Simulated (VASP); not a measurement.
## H7C16F: single point with PBE+D3(BJ)

System: H7C16F, a slab with vacuum.

```
H C F
1.0
     5.04874    0.00000    0.00000
     2.52437    4.37234    0.00000
     0.00000    0.00000   15.77643
H C F
7 16 1
Direct
  0.16667 0.16667 0.06339
  0.66667 0.16667 0.06339
  0.16667 0.66667 0.06339
  0.66667 0.66667 0.06339
  0.99974 0.49972 0.36492
  0.50065 0.49963 0.36493
  0.99964 0.00067 0.36493
  0.16667 0.16667 0.13311
  0.66667 0.16667 0.13311
  0.16667 0.66667 0.13311
  0.66667 0.66667 0.13311
  0.83333 0.33333 0.16577
  0.33333 0.33333 0.16577
  0.83333 0.83333 0.16577
  0.33333 0.83333 0.16577
  0.83334 0.33336 0.26377
  0.33272 0.33457 0.26391
  0.83455 0.83275 0.26392
  0.33273 0.83274 0.26392
  0.99955 0.00094 0.29514
  0.49998 0.00003 0.29369
  0.99956 0.49957 0.29514
  0.50092 0.49956 0.29514
  0.49996 0.00000 0.38421
```

```
Program                : VASP 6.6.1
Task                   : single point
Functional             : PBE
Dispersion             : D3(BJ)
Potentials or basis    : VASP PAW PBE potentials, release 64 (H, C, F)
Cutoff                 : 520 eV
k mesh                 : 3 × 3 × 1
Occupations            : fermi-dirac, width 0.02 eV
Spin                   : no spin polarisation
Dipole correction      : no
Further INCAR settings : LREAL = Auto; ALGO = Normal; EDIFF = 1e-06; NBANDS = 57
```

```json
{"Largest force": "1.131 eV/Å", "Band gap on the k mesh": "3.31 eV", "Dispersion energy per atom": "-0.103 eV"}
```

Forces in eV/Å, atoms in the order of the input:
```
H    0.008 -0.004 -0.158
H   -0.007 -0.004 -0.158
H    0.000  0.000 -0.138
H    0.000  0.009 -0.158
H   -0.002 -0.001  0.025
H    0.002  0.000  0.025
H    0.001  0.001  0.024
C   -0.030  0.017  1.050
C    0.030  0.017  1.050
C    0.000  0.000  1.131
C    0.000 -0.035  1.050
C    0.001  0.001 -0.913
C    0.001 -0.086 -0.963
C   -0.075  0.044 -0.961
C    0.075  0.044 -0.961
C   -0.001 -0.001  0.003
C    0.001 -0.003  0.010
C   -0.002  0.003  0.006
C    0.002  0.001  0.005
C   -0.003 -0.003  0.005
C    0.003 -0.003 -0.253
C    0.002  0.002  0.005
C   -0.004  0.001  0.003
F    0.001  0.001  0.273
```

Levels at points of the mesh, in eV from the valence-band top:
```tsv
k point	band 36	band 37	band 38	band 39	band 40	band 41	band 42	band 43
(0.00, 0.00, 0.00)	-1.43	-1.43	0.00	0.00	3.31	4.08	5.11	5.89
```

Wall time 4.9 min on 1 thread of AMD EPYC 7R13, on a shared host, peak memory 0.44 GiB.

Caveat: the k points lie up to 0.48 Å⁻¹ apart.
